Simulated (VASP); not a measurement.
# MoSe (Fm-3m) in VASP: a series of runs, part 2 of 2

VASP 6.6.1.

## Step 4: Single point, r2SCAN+U, collinear spin

This run uses another cell than the first one, of 25.64 Å³/atom.

Contents of POSCAR:

```
MoSe
1.0
    0.0000000000      2.9486760624      2.9486760624
    2.9486760624      0.0000000000      2.9486760624
    2.9486760624      2.9486760624      0.0000000000
Mo Se
1 1
Direct
    0.0000000000      0.0000000000      0.0000000000
    0.5000000000      0.5000000000      0.5000000000
```

Contents of INCAR.step1:

```
SYSTEM = MoSe
  PREC = Accurate
  ENCUT = 520
  ISMEAR = 0
  SIGMA = 0.1
  LREAL = .False.
  LASPH = .True.
  NELM = 150
  ISPIN = 2
  MAGMOM = 2 0
  LMAXMIX = 4
  LDAU = .True.
  LDAUTYPE = 2
  LDAUL = 2 -1
  LDAUU = 4.38 0
  LDAUJ = 0 0
  NBANDS = 21
  GGA = PE
  ALGO = Normal
  EDIFF = 1E-4
  LWAVE = .True.
  LCHARG = .False.
```

Contents of INCAR.step2:

```
SYSTEM = MoSe
  PREC = Accurate
  ENCUT = 520
  EDIFF = 1E-6
  ISMEAR = 0
  SIGMA = 0.1
  LREAL = .False.
  LASPH = .True.
  NELM = 150
  ALGO = Normal
  ISIF = 2
  LWAVE = .False.
  LCHARG = .False.
  ISPIN = 2
  MAGMOM = 2 0
  LORBIT = 11
  LMAXMIX = 4
  LDAU = .True.
  LDAUTYPE = 2
  LDAUL = 2 -1
  LDAUU = 4.38 0
  LDAUJ = 0 0
  LDAUPRINT = 1
  METAGGA = R2SCAN
  LMIXTAU = .True.
  NBANDS = 21
  ISTART = 1
```

Contents of KPOINTS:

```
regular mesh
0
Gamma
  12 12 12
  0 0 0
```

Started as:

```sh
cat potpaw_PBE.64/Mo_sv/POTCAR potpaw_PBE.64/Se/POTCAR > POTCAR
cp INCAR.step1 INCAR
mpirun -np 1 vasp_std > vasp.out
cp INCAR.step2 INCAR
mpirun -np 1 vasp_std > vasp.out
```

Wall time 5.3 min (1 thread of Intel Xeon 6975P-C (Granite Rapids), shared host); peak memory 0.29 GiB.

It converged, with:

```yaml
Free_energy: -37.0790 eV
Pressure: -6.6 GPa
Band_gap_on_the_k_mesh: zero (filled and empty bands overlap)
Net_moment: 4.00 μB per cell
Site_moments: Mo +3.71; Se -0.16 μB
Valence_electrons_inside_the_program's_atomic_spheres: Mo 12.09; Se 3.86
```

Levels at points of the mesh, in eV from the Fermi level:
Spin up:
| k point | band 9 | band 10 | band 11 | band 12 | band 13 | band 14 | band 15 | band 16 |
| --- | --- | --- | --- | --- | --- | --- | --- | --- |
| (0.00, 0.00, 0.00) | -1.93 | -1.93 | -1.77 | -1.77 | -1.77 | 0.62 | 8.60 | 9.72 |
| (0.50, 0.00, 0.00) | -2.56 | -2.56 | -2.08 | 2.07 | 2.07 | 2.75 | 5.84 | 5.84 |
| (0.50, 0.50, 0.00) | -2.87 | -2.50 | -2.50 | -1.53 | -0.61 | 1.17 | 7.01 | 8.71 |
Spin down:
```tsv
k point	band 6	band 7	band 8	band 9	band 10	band 11
(0.00, 0.00, 0.00)	-1.95	-1.95	-1.95	2.20	2.72	2.72
(0.50, 0.00, 0.00)	-5.23	-3.06	-3.06	3.54	4.52	4.56
(0.50, 0.50, 0.00)	-4.55	-2.94	-2.94	1.09	3.35	3.49
```

Eigenvalues of the final occupation matrices:
| site | spin | trace | eigenvalues |
| --- | --- | --- | --- |
| site 1 d | 1 | 3.78 | 0.60 0.60 0.86 0.86 0.86 |
| site 1 d | 2 | 0.14 | 0.01 0.01 0.01 0.06 0.06 |

Caveat: the cell stands under tension; the PAW data sets were made with another functional, which shifts forces and pressure a little.

## Step 5: Relaxation of cell and atoms, r2SCAN+U, collinear spin

Contents of POSCAR:

```
MoSe
1.0
    0.0000000000      2.8564689160      2.8564689160
    2.8564689160      0.0000000000      2.8564689160
    2.8564689160      2.8564689160      0.0000000000
Mo Se
1 1
Direct
    0.0000000000      0.0000000000      0.0000000000
    0.5000000000      0.5000000000      0.5000000000
```

Contents of INCAR.step1:

```
  PREC = Accurate
  ENCUT = 600
  ISMEAR = 0
  SIGMA = 0.1
  LREAL = False
  LASPH = True
  NELM = 150
  ISPIN = 2
  MAGMOM = 2 0
  LMAXMIX = 4
  LDAU = True
  LDAUTYPE = 2
  LDAUL = 2 -1
  LDAUU = 4.38 0
  LDAUJ = 0 0
  GGA = PE
  ALGO = Normal
  EDIFF = 1E-4
  LWAVE = True
  LCHARG = False
```

Contents of INCAR.step2:

```
  PREC = Accurate
  ENCUT = 600
  EDIFF = 1E-7
  ISMEAR = 0
  SIGMA = 0.1
  LREAL = False
  LASPH = True
  NELM = 150
  ALGO = Normal
  ISIF = 3
  LWAVE = False
  LCHARG = False
  ISPIN = 2
  MAGMOM = 2 0
  LORBIT = 11
  LMAXMIX = 4
  LDAU = True
  LDAUTYPE = 2
  LDAUL = 2 -1
  LDAUU = 4.38 0
  LDAUJ = 0 0
  LDAUPRINT = 1
  METAGGA = R2SCAN
  LMIXTAU = True
  IBRION = 2
  NSW = 80
  EDIFFG = -0.01
  ISTART = 1
```

Contents of KPOINTS:

```
regular mesh
0
Gamma
  12 12 12
```

Started as:

```sh
cat potpaw_PBE.64/Mo_sv/POTCAR potpaw_PBE.64/Se/POTCAR > POTCAR
cp INCAR.step1 INCAR
mpirun -np 1 vasp_std > vasp.out
cp INCAR.step2 INCAR
mpirun -np 1 vasp_std > vasp.out
```

Wall time 18 min (1 thread of Oxide Virtual Turin-like, shared host); peak memory 0.27 GiB.

It converged, with:

* Free energy: -37.2037 eV
* Relaxed volume: 22.91 Å³/atom
* Relaxed cell: a = 4.017 Å, b = 4.017 Å, c = 4.017 Å, α = 60.00°, β = 60.00°, γ = 60.00°
* Space group after relaxing (to 0.1 Å): Fm-3m (No. 225)
* Energy gained by relaxing: 1.6 meV/atom
* Ionic steps: 3
* Pressure after relaxing: 0.0 GPa
* Band gap on the k mesh: zero (filled and empty bands overlap)
* Net moment: 4.00 μB per cell
* Site moments: Mo +3.67; Se -0.11 μB
* Valence electrons inside the program's atomic spheres: Mo 12.16; Se 3.92

Step by step:
| step | energy change (eV) | largest force (eV/Å) | pressure (GPa) | volume (Å³) |
| --- | --- | --- | --- | --- |
| 1 | 0.0000 | 0.0000 | -1.26 | 46.61 |
| 2 | -0.0022 | 0.0000 | 0.76 | 45.39 |
| 3 | -0.0032 | 0.0000 | 0.01 | 45.82 |

Final structure:
```
CELL_PARAMETERS angstrom
0.00000 2.84018 2.84018
2.84018 0.00000 2.84018
2.84018 2.84018 0.00000
ATOMIC_POSITIONS crystal
Mo 0.00000 0.00000 0.00000
Se 0.50000 0.50000 0.50000
```

Levels at points of the mesh, in eV from the Fermi level:
Spin up:
| k point | band 8 | band 9 | band 10 | band 11 | band 12 | band 13 | band 14 | band 15 |
| --- | --- | --- | --- | --- | --- | --- | --- | --- |
| (0.00, 0.00, 0.00) | -3.79 | -2.33 | -2.33 | -2.15 | -2.15 | -2.15 | 0.97 | 8.34 |
| (0.50, 0.00, 0.00) | -5.18 | -2.76 | -2.76 | -2.17 | 2.42 | 2.42 | 2.55 | 5.80 |
| (0.50, 0.50, 0.00) | -3.40 | -3.40 | -2.63 | -2.63 | -1.83 | -0.55 | 1.22 | 7.25 |
Spin down:
| k point | band 6 | band 7 | band 8 | band 9 | band 10 | band 11 |
| --- | --- | --- | --- | --- | --- | --- |
| (0.00, 0.00, 0.00) | -2.24 | -2.24 | -2.24 | 2.17 | 2.17 | 2.17 |
| (0.50, 0.00, 0.00) | -6.06 | -3.66 | -3.66 | 3.34 | 4.30 | 4.30 |
| (0.50, 0.50, 0.00) | -5.25 | -3.39 | -3.39 | 0.35 | 3.08 | 3.36 |

Eigenvalues of the final occupation matrices:
```tsv
site	spin	trace	eigenvalues
site 1 d	1	3.78	0.60 0.60 0.86 0.86 0.86
site 1 d	2	0.18	0.01 0.01 0.01 0.07 0.07
```

Caveat: the PAW data sets were made with another functional, which shifts forces and pressure a little.

## Step 6: Summary

| task | cell | cutoff (eV) | gap on the mesh (eV) | pressure (GPa) | moment (μB) |
| --- | --- | --- | --- | --- | --- |
| single point | a = 4.040 Å, angles 60.0°, 2 atoms | 520 | none | -1.2 | 4.00 |
| single point | a = 4.093 Å, angles 60.0°, 2 atoms | 520 | none | -3.8 | 4.00 |
| single point | a = 4.170 Å, angles 60.0°, 2 atoms | 520 | none | -6.6 | 4.00 |
| relaxation of cell and atoms | relaxed from a = 4.040 Å, angles 60.0°, 2 atoms | 600 | none | 0.0 | 4.00 |

Alike in all rows: level r2SCAN+U; potentials or basis VASP PAW PBE potentials, release 64 (Mo_sv, Se); spin collinear; Mo d U = 4.38 eV; k mesh 12 × 12 × 12; smearing gaussian 0.1 eV.

Caveats: the PAW data sets were made with another functional, which shifts forces and pressure a little; the cell stands under tension (at least some runs).

Total energies depend on the potentials used, so only differences within one code and one set of settings carry meaning.
